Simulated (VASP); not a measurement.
Here is a VASP 6.6.1 calculation.

POSCAR

```
BiAu
1.0
    0.0000000000      3.2071795348      3.2071795348
    3.2071795348      0.0000000000      3.2071795348
    3.2071795348      3.2071795348      0.0000000000
Au Bi
1 1
Direct
    0.0000000000      0.0000000000      0.0000000000
    0.2500000000      0.2500000000      0.2500000000
```

Contents of INCAR.step1:

```
ALGO = Normal
EDIFF = 1E-4
ENCUT = 520
GGA = PE
ISMEAR = 0
LASPH = True
LCHARG = False
LREAL = False
LWAVE = True
NBANDS = 20
NELM = 80
PREC = Accurate
SIGMA = 0.05
```

File INCAR.step2:

```
ALGO = Normal
EDIFF = 1E-7
ENCUT = 520
ISIF = 2
ISMEAR = 0
ISTART = 1
LASPH = True
LCHARG = False
LMIXTAU = True
LREAL = False
LWAVE = False
METAGGA = R2SCAN
NBANDS = 20
NELM = 80
PREC = Accurate
SIGMA = 0.05
```

The input KPOINTS:

```
k-points
0
Gamma
  10 10 10
```

Potentials or basis: VASP PAW PBE potentials, release 64 (Au, Bi_d).

Run with:

```sh
$ cat potpaw_PBE.64/Au/POTCAR potpaw_PBE.64/Bi_d/POTCAR > POTCAR
$ cp INCAR.step1 INCAR
$ mpirun -np 1 vasp_std > vasp.out
$ cp INCAR.step2 INCAR
$ mpirun -np 1 vasp_std > vasp.out
```

(1) Estimate the pressure.

(2) What does it give for the band gap on the k mesh?

Answers

(1) -1.0 GPa.

(2) zero (bands 13 and 14 overlap by 3.70 eV).

Caveat: the PAW data sets were made with another functional, which shifts forces and pressure a little; spin-orbit coupling is left out, which moves the levels of the heavy elements.
